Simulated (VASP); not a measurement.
# C (P6_3/mmc) in VASP: a series of runs

Runs on C. Level: PBE. Tasks: single point.

The COD entry that gives the cell may itself be a prediction, so a difference from it is no test against experiment.

All numbers are computed with VASP 6.6.1; they aren't measurements. Logs are shortened: lines on timing, memory, paths and dates and some standing lists are left out, and cuts for length are marked.

### 1 The cell of the first run

Symmetry: P6_3/mmc, No. 194, hexagonal system. Conventional cell: a = 2.344 Å, b = 2.344 Å, c = 12.895 Å, α = 90.00°, β = 90.00°, γ = 120.00°. Within 1.9 Å of C (site symmetry 3m) lie 4 C at 1.46 to 1.63 Å. Within 1.9 Å of C (site symmetry 3m) lie 4 C at 1.46 to 1.60 Å. C (site symmetry 3m) has 4 C at 1.46 to 1.60 Å within 1.9 Å.

### 2 Single point, PBE

File INCAR:

```
SYSTEM = C
PREC = Accurate
ENCUT = 520
EDIFF = 1E-7
ISMEAR = 0
SIGMA = 0.05
LREAL = .FALSE.
LASPH = .TRUE.
NELM = 80
ALGO = Normal
ISIF = 2
LWAVE = .FALSE.
LCHARG = .FALSE.
GGA = PE
NBANDS = 36
```

File KPOINTS:

```
regular mesh
0
G
  12 12 2
  0 0 0
```

File POSCAR:

```
C
1.0
    2.3441000000      0.0000000000      0.0000000000
   -1.1720500000      2.0300501490      0.0000000000
    0.0000000000      0.0000000000     12.8952000000
C
12
Direct
    0.0000000000      0.0000000000      0.1868593266
    0.0000000000      0.0000000000      0.6868593266
    0.0000000000      0.0000000000      0.3131406734
    0.0000000000      0.0000000000      0.8131406734
    0.3333333333      0.6666666667      0.5207665411
    0.6666666667      0.3333333333      0.0207665411
    0.3333333333      0.6666666667      0.9792334589
    0.6666666667      0.3333333333      0.4792334589
    0.3333333333      0.6666666667      0.6450950823
    0.6666666667      0.3333333333      0.1450950823
    0.3333333333      0.6666666667      0.8549049177
    0.6666666667      0.3333333333      0.3549049177
```

Potentials or basis: VASP PAW PBE potentials, release 64 (C).

Launch:

```sh
cat potpaw_PBE.64/C/POTCAR > POTCAR
mpirun -np 1 vasp_std > vasp.out
```

OUTCAR:

```text
SYSTEM = C
   PREC = Accurate
   ENCUT = 520
   EDIFF = 1E-7
   ISMEAR = 0
   LREAL = .FALSE.
   LASPH = .TRUE.
   NELM = 80
   ISIF = 2
   GGA = PE

 ion  position               nearest neighbor table
   1  0.000  0.000  0.187-  10 1.46  10 1.46  10 1.46   3 1.63
   2  0.000  0.000  0.687-   9 1.46   9 1.46   9 1.46   4 1.63
   3  0.000  0.000  0.313-  12 1.46  12 1.46  12 1.46   1 1.63
   4  0.000  0.000  0.813-  11 1.46  11 1.46  11 1.46   2 1.63
   5  0.333  0.667  0.521-   8 1.46   8 1.46   8 1.46   9 1.60
   6  0.667  0.333  0.021-   7 1.46   7 1.46   7 1.46  10 1.60
   7  0.333  0.667  0.979-   6 1.46   6 1.46   6 1.46  11 1.60
   8  0.667  0.333  0.479-   5 1.46   5 1.46   5 1.46  12 1.60
   9  0.333  0.667  0.645-   2 1.46   2 1.46   2 1.46   5 1.60
  10  0.667  0.333  0.145-   1 1.46   1 1.46   1 1.46   6 1.60
  11  0.333  0.667  0.855-   4 1.46   4 1.46   4 1.46   7 1.60
  12  0.667  0.333  0.355-   3 1.46   3 1.46   3 1.46   8 1.60

  LATTYP: Found a hexagonal cell.
 ALAT       =     2.3441000000
 C/A-ratio  =     5.5011304978

  Lattice vectors:

 A1 = (   2.3441000000,   0.0000000000,   0.0000000000)
 A2 = (  -1.1720500000,   2.0300501490,   0.0000000000)
 A3 = (   0.0000000000,   0.0000000000,  12.8952000000)

Analysis of symmetry for initial positions (statically):
=====================================================================
 Subroutine PRICEL returns:
 Original cell was already a primitive cell.

 Routine SETGRP: Setting up the symmetry group for a
 hexagonal supercell.

 Subroutine GETGRP returns: Found 24 space group operations
 (whereof 12 operations were pure point group operations)
 out of a pool of 24 trial point group operations.

The static configuration has the point symmetry D_3d.
 The point group associated with its full space group is D_6h.

Analysis of symmetry for dynamics (positions and initial velocities):
=====================================================================
 Subroutine PRICEL returns:
 Original cell was already a primitive cell.

 Routine SETGRP: Setting up the symmetry group for a
 hexagonal supercell.

 Subroutine GETGRP returns: Found 24 space group operations
 (whereof 12 operations were pure point group operations)
 out of a pool of 24 trial point group operations.

The dynamic configuration has the point symmetry D_3d.
 The point group associated with its full space group is D_6h.

 Subroutine INISYM returns: Found 24 space group operations
 (whereof 12 operations are pure point group operations),
 and found     1 'primitive' translations

----------------------------------------------------------------------------------------

                                     Primitive cell

  volume of cell :      61.3636

  direct lattice vectors                    reciprocal lattice vectors
     2.344100000  0.000000000  0.000000000     0.426602961  0.246299334  0.000000000
    -1.172050000  2.030050149  0.000000000     0.000000000  0.492598668  0.000000000
     0.000000000  0.000000000 12.895200000     0.000000000  0.000000000  0.077548235

  length of vectors
     2.344100000  2.344100000 12.895200000     0.492598668  0.492598668  0.077548235

  position of ions in fractional coordinates (direct lattice)
     0.000000000  0.000000000  0.186859327
     0.000000000  0.000000000  0.686859327
     0.000000000  0.000000000  0.313140673
     0.000000000  0.000000000  0.813140673
     0.333333333  0.666666667  0.520766541
     0.666666667  0.333333333  0.020766541
     0.333333333  0.666666667  0.979233459
     0.666666667  0.333333333  0.479233459
     0.333333333  0.666666667  0.645095082
     0.666666667  0.333333333  0.145095082
     0.333333333  0.666666667  0.854904918
     0.666666667  0.333333333  0.354904918

  ion indices of the primitive-cell ions
   primitive index   ion index
                 1           1
                 2           2
                 3           3
                 4           4
                 5           5
                 6           6
                 7           7
                 8           8
                 9           9
                10          10
                11          11
                12          12

----------------------------------------------------------------------------------------

 KPOINTS: regular mesh

Automatic generation of k-mesh.
 Grid dimensions read from file:
 generate k-points for:   12   12    2

 Generating k-lattice:

  Cartesian coordinates                     Fractional coordinates (reciprocal lattice)
     0.035550247  0.020524945  0.000000000     0.083333333  0.000000000  0.000000000
     0.000000000  0.041049889  0.000000000     0.000000000  0.083333333  0.000000000
     0.000000000  0.000000000  0.038774118     0.000000000  0.000000000  0.500000000

  Length of vectors
     0.041049889  0.041049889  0.038774118

  Shift w.r.t. Gamma in fractional coordinates (k-lattice)
     0.000000000  0.000000000  0.000000000

 Subroutine IBZKPT returns following result:
 ===========================================

 Found     38 irreducible k-points:

 Following reciprocal coordinates:
            Coordinates               Weight
  0.000000  0.000000  0.000000      1.000000
  0.083333  0.000000  0.000000      6.000000
  0.166667  0.000000  0.000000      6.000000
  0.250000  0.000000  0.000000      6.000000
  0.333333  0.000000  0.000000      6.000000
  0.416667  0.000000  0.000000      6.000000
[... 16 lines left out ...]
  0.250000  0.000000  0.500000      6.000000
  0.333333  0.000000  0.500000      6.000000
 [... further k-points ...]
   k-points           NKPTS =     38   k-points in BZ     NKDIM =     38   number of bands    NBANDS=     36
   number of dos      NEDOS =    301   number of ions     NIONS =     12
   total plane-waves  NPLWV =  31104
   dimension x,y,z NGX =    18 NGY =   18 NGZ =   96
   dimension x,y,z NGXF=    36 NGYF=   36 NGZF=  192
   ions per type =              12
   NGX,Y,Z   is equivalent  to a cutoff of  12.77, 12.77, 12.38 a.u.
   NGXF,Y,Z  is equivalent  to a cutoff of  25.53, 25.53, 24.75 a.u.
 SYSTEM =  C
   PREC   = accura    normal or accurate (medium, high low for compatibility)
   ISTART =      0    job   : 0-new  1-cont  2-samecut
   ICHARG =      2    charge: 1-file 2-atom 10-const
   ISPIN  =      1    spin polarized calculation?
   LNONCOLLINEAR =      F non collinear calculations
   LSORBIT =      F    spin-orbit coupling
   LASPH  =      T    aspherical Exc in radial PAW
   ENCUT  =  520.0 eV  38.22 Ry    6.18 a.u.   4.36  4.36 23.98*2*pi/ulx,y,z
   NELM   =     80;   NELMIN=  2; NELMDL= -5     # of ELM steps
   EDIFF  = 0.1E-06   stopping-criterion for ELM
   LREAL  =      F    real-space projection
   EDIFFG = 0.1E-05   stopping-criterion for IOM
   NSW    =      0    number of steps for IOM
   IBRION =     -1    ionic relax: 0-MD 1-quasi-New 2-CG
   NFREE  =      0    steps in history (QN), initial steepest desc. (CG)
   ISIF   =      2    stress and relaxation
   ISYM   =      2    0-nonsym 1-usesym 2-fastsym
   POTIM  = 0.5000    time-step for ionic-motion
   TEBEG  =    0.0;   TEEND  =   0.0 temperature during run
   PSTRESS=    0.0 pullay stress
   NELECT =      48.0000    total number of electrons
   NUPDOWN=      -1.0000    fix difference up-down
   EMIN   =  10.00;   EMAX   =-10.00  energy-range for DOS
   EFERMI =   0.00;   METHOD = LEGACY
   ISMEAR =     0;   SIGMA  =   0.05  broadening in eV -4-tet -1-fermi 0-gaus
   EFERMI_NEDOS =   21; number of points for ismear=-14 and -15
   IALGO  =     38    algorithm
   IMIX   =      4    mixing-type and parameters
     AMIX     =   0.40;   BMIX     =  1.00
     AMIX_MAG =   1.60;   BMIX_MAG =  1.00
  volume/ion in A,a.u.               =       5.11        34.51
  Fermi-wavevector in a.u.,A,eV,Ry     =   1.508406  2.850474 30.957181  2.275289
  Thomas-Fermi vector in A             =   2.618864
   LORBIT       =      0    0 simple, 1 ext, 2 COOP (PROOUT), +10 PAW based schemes
   GGA     = PE    functional components
   LHFCALC =     F    Hartree Fock is set to
   AEXX    =    0.0000 exact exchange contribution
   IVDW    =     0    specifies the selected vdW correction
   LEPSILON=     F    determine dielectric tensor
   LRPA    =     F    only Hartree local field effects (RPA)
 non-spin polarized calculation
 Gauss-broadening in eV      SIGMA  =   0.05
  energy-cutoff  :      520.00
  volume of cell :       61.36
 maximum number of plane-waves:      1721
 NGX is ok and might be reduce to    18
   NGX =  9   NGY =  9   NGZ = 47

 number of electron      48.0000013 magnetization

 Free energy of the ion-electron system (eV)
  ---------------------------------------------------
  ext. energy  EPLUGINS =         0.00000000
  ---------------------------------------------------
  free energy    TOTEN  =      -105.62952802 eV

  energy without entropy =     -105.62952802  energy(sigma->0) =     -105.62952802

 E-fermi :  11.7614     XC(G=0): -13.7766

 val. band max:       11.5218474168   @ k =   0.0000   0.0000   0.0000
 cond. band min:      14.1584369737   @ k =   0.0000   0.0000   0.0000
 fundamental gap:      2.6365895569
 Fermi energy:        11.7613586373

 k-point     1 :       0.0000    0.0000    0.0000
  band No.  band energies     occupation
      1     -11.7059      2.00000
      2     -11.0685      2.00000
      3     -10.9623      2.00000
      4      -9.0574      2.00000
      5      -8.9998      2.00000
      6      -6.9370      2.00000
[... 28 lines left out ...]
     35      20.4680      0.00000
     36      20.9514      0.00000
[... 866 lines left out ...]
      6      -4.8279      2.00000
[... 28 lines left out ...]
     35      21.6470      0.00000
     36      21.6470      0.00000

 [... further k-points ...]

------------------------ aborting loop because EDIFF is reached ----------------------------------------

  FORCE on cell =-STRESS in cart. coord.  units (eV):
  Direction    XX          YY          ZZ          XY          YZ          ZX
  --------------------------------------------------------------------------------------
  -------------------------------------------------------------------------------------
  Total       45.0208419     45.0208419    -14.2844065     -0.0000000      0.0000000      0.0000000
  in kB     1175.4744959   1175.4744959   -372.9596066     -0.0000000      0.0000000      0.0000000
  external PRESSURE =     659.3297951 kB  Pullay stress =       0.0000000 kB

 VOLUME and BASIS-vectors are now :
 -----------------------------------------------------------------------------
  energy-cutoff  :      520.00
  volume of cell :       61.36
      direct lattice vectors                 reciprocal lattice vectors
     2.344100000  0.000000000  0.000000000     0.426602961  0.246299334  0.000000000
    -1.172050000  2.030050149  0.000000000     0.000000000  0.492598668  0.000000000
     0.000000000  0.000000000 12.895200000     0.000000000  0.000000000  0.077548235

 POSITION                                       TOTAL-FORCE (eV/Angst)
 -----------------------------------------------------------------------------------
      0.00000      0.00000      2.40959        -0.000000      0.000000      0.474796
      0.00000      0.00000      8.85719         0.000000      0.000000      0.474796
      0.00000      0.00000      4.03801        -0.000000     -0.000000     -0.474796
      0.00000      0.00000     10.48561         0.000000     -0.000000     -0.474796
     -0.00000      1.35337      6.71539        -0.000000      0.000000      0.489987
      1.17205      0.67668      0.26779         0.000000      0.000000      0.489987
     -0.00000      1.35337     12.62741        -0.000000     -0.000000     -0.489987
      1.17205      0.67668      6.17981        -0.000000      0.000000     -0.489987
     -0.00000      1.35337      8.31863         0.000000      0.000000     -0.329884
      1.17205      0.67668      1.87103        -0.000000      0.000000     -0.329884
     -0.00000      1.35337     11.02417         0.000000      0.000000      0.329884
      1.17205      0.67668      4.57657        -0.000000     -0.000000      0.329884
 -----------------------------------------------------------------------------------
    total drift:                                0.000000     -0.000000      0.000000

  FREE ENERGIE OF THE ION-ELECTRON SYSTEM (eV)
  ---------------------------------------------------
  free  energy   TOTEN  =      -105.6295280224 eV

  energy  without entropy=     -105.6295280224  energy(sigma->0) =     -105.62952802
```

Run time: 41 s. Hardware: 1 thread of Intel Xeon 6975P-C (Granite Rapids), shared host; peak memory 0.19 GiB.

Results:

| Property | Result |
| --- | --- |
| Free energy | -105.6295 eV |
| Pressure | 65.9 GPa |
| Largest force | 0.490 eV/Å |
| Band gap on the k mesh | 2.64 eV, direct |

Forces on the atoms (eV/Å):
```
C    0.000  0.000  0.475
C    0.000  0.000  0.475
C    0.000  0.000 -0.475
C    0.000  0.000 -0.475
C    0.000  0.000  0.490
C    0.000  0.000  0.490
C    0.000  0.000 -0.490
C    0.000  0.000 -0.490
C    0.000  0.000 -0.330
C    0.000  0.000 -0.330
C    0.000  0.000  0.330
C    0.000  0.000  0.330
```

Levels at points of the mesh, in eV from the valence-band top:
| k point | band 21 | band 22 | band 23 | band 24 | band 25 | band 26 | band 27 | band 28 |
| --- | --- | --- | --- | --- | --- | --- | --- | --- |
| (0.00, 0.00, 0.00) | -0.67 | -0.67 | 0.00 | 0.00 | 2.64 | 6.80 | 6.80 | 7.17 |
| (0.50, 0.00, 0.00) | -4.54 | -4.52 | -4.27 | -3.71 | 4.19 | 5.23 | 5.97 | 6.03 |
| (0.00, 0.00, 0.50) | -0.21 | -0.21 | -0.21 | -0.21 | 4.51 | 4.51 | 7.07 | 7.07 |
| (0.50, 0.00, 0.50) | -4.53 | -4.53 | -3.95 | -3.95 | 4.37 | 4.37 | 6.34 | 6.34 |

A k mesh can miss the band edges.

### 3 Single point, PBE

This run uses another cell than the first one, of 5.17 Å³/atom, 1.012 times its volume.

File INCAR:

```
PREC = Accurate ; ENCUT = 520
EDIFF = 1E-6 ; ISMEAR = 0
SIGMA = 0.05 ; LREAL = False
LASPH = True ; NELM = 60
ALGO = Normal ; ISIF = 2
LWAVE = False ; LCHARG = False
GGA = PE ; NBANDS = 36
```

File KPOINTS:

```
regular mesh
0
Gamma
  12 12 2
```

Edit POSCAR of step 2 so:

```diff
@@ -2,5 +2,5 @@
 1.0
-    2.3441000000      0.0000000000      0.0000000000
-   -1.1720500000      2.0300501490      0.0000000000
-    0.0000000000      0.0000000000     12.8952000000
+    2.4323000000      0.0000000000      0.0000000000
+   -1.2161500000      2.1064335896      0.0000000000
+    0.0000000000      0.0000000000     12.1184000000
 C
```

Potentials or basis: VASP PAW PBE potentials, release 64 (C).

Launch:

```sh
cat potpaw_PBE.64/C/POTCAR > POTCAR
mpirun -np 1 vasp_std > vasp.out
```

Run time: 37 s. Hardware: 1 thread of Intel Xeon 6975P-C (Granite Rapids), shared host; peak memory 0.19 GiB.

The run converged. Its results:

* Free energy: -108.0713 eV
* Pressure: 51.1 GPa
* Largest force: 0.174 eV/Å
* Band gap on the k mesh: 4.74 eV, indirect (least direct gap 5.50 eV)

Forces in eV/Å, atoms in the order of the input:
```
C    0.000  0.000  0.174
C    0.000  0.000  0.174
C    0.000  0.000 -0.174
C    0.000  0.000 -0.174
C    0.000  0.000  0.110
C    0.000  0.000  0.110
C    0.000  0.000 -0.110
C    0.000  0.000 -0.110
C    0.000  0.000 -0.109
C    0.000  0.000 -0.109
C    0.000  0.000  0.109
C    0.000  0.000  0.109
```

Stress tensor (GPa, compression positive):
```
56.08  0.00  0.00
 0.00 56.08  0.00
 0.00  0.00 41.02
```

Levels at points of the mesh, in eV from the valence-band top:
| k point | band 21 | band 22 | band 23 | band 24 | band 25 | band 26 | band 27 | band 28 |
| --- | --- | --- | --- | --- | --- | --- | --- | --- |
| (0.00, 0.00, 0.00) | -1.03 | -0.18 | 0.00 | 0.00 | 5.50 | 5.73 | 5.73 | 6.86 |
| (0.50, 0.00, 0.00) | -4.45 | -4.40 | -3.96 | -3.22 | 4.98 | 5.47 | 5.60 | 5.82 |
| (0.00, 0.00, 0.50) | -0.34 | -0.34 | -0.34 | -0.34 | 6.13 | 6.13 | 6.13 | 6.13 |
| (0.50, 0.00, 0.50) | -4.13 | -4.13 | -3.58 | -3.58 | 5.14 | 5.14 | 5.97 | 5.97 |

A k mesh can miss the band edges. A hybrid or GW would open this gap; PBE tends to underestimate it.

(Part 1 of 2 ends here.)
